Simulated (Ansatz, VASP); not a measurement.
One calculation of TeOs, two programs

File INCAR:

```
SYSTEM = TeOs
ALGO = Normal ; EDIFF = 1E-7
EDIFFG = -0.04 ; ENCUT = 600
GGA = PE ; IBRION = 2
ISIF = 3 ; ISMEAR = 0
LASPH = .TRUE. ; LCHARG = .FALSE.
LREAL = .FALSE. ; LWAVE = .FALSE.
NELM = 100 ; NSW = 90
PREC = Accurate ; SIGMA = 0.1
```

The input KPOINTS:

```
k-points
0
G
  6 6 6
  0 0 0
```

The input POSCAR:

```
TeOs
1.0
    3.5955571700      0.0000000000      0.0000000000
    0.0000000000      3.5955571700      0.0000000000
    0.0000000000      0.0000000000      3.5955571700
Te Os
1 1
Direct
    0.0000000000      0.0000000000      0.0000000000
    0.5000000000      0.5000000000      0.5000000000
```

Input for Ansatz:

```yaml
crystal:
  lattice:
    - [3.59555717, 0.0, 0.0]
    - [0.0, 3.59555717, 0.0]
    - [0.0, 0.0, 3.59555717]
  atoms:
    - { symbol: Te, position: [0.0, 0.0, 0.0] }
    - { symbol: Os, position: [0.5, 0.5, 0.5] }
basis:
  ecutwfc: 420
kpoints:
  mp_grid: { grid: [6, 6, 6] }
hamiltonian:
  xc: pbe
scf:
  occupations: { method: gaussian, width: 0.1 }
  lower_state_search: "off"
output:
  forces: true
  stress: true
  eigenvalues: true
relax:
  adjacent_minimum: "off"
  f_tol: 0.04
  max_steps: 70
  cell: { stress_tol: 0.4 }
```

Alike in both runs: task relaxation of cell and atoms; functional PBE; k mesh 6 × 6 × 6; occupations gaussian, width 0.1 eV; no spin polarisation.

|  | VASP | Ansatz |
| --- | --- | --- |
| version | VASP 6.6.1 | Ansatz 0.2.0 |
| potentials or method | VASP PAW PBE potentials, release 64 (Te, Os), cutoff 600 eV | scalar-relativistic, plane waves, PAW |
| valence electrons in the cell | 14 | 32 |

|  | VASP | Ansatz | Ansatz less VASP |
| --- | --- | --- | --- |
| gap on the k mesh at the Fermi level, each at its own relaxed structure (eV) | none | none | - |
| relaxed volume (Å³/atom) | 18.46 | 18.46 | +0.001 |
| relaxed cell length with the largest relative difference (Å) | 3.330 | 3.330 | +0.0001 |

A gap of «none» marks a metal or a gap that the smearing closes. VASP's potentials hold 14 valence electrons a cell and Ansatz's 32, so a difference there can come from the potentials and not from the codes.

Spin-orbit coupling is off throughout. Noted on VASP's run: the volume moved by over 15 % at a fixed basis, so the end points are rough.
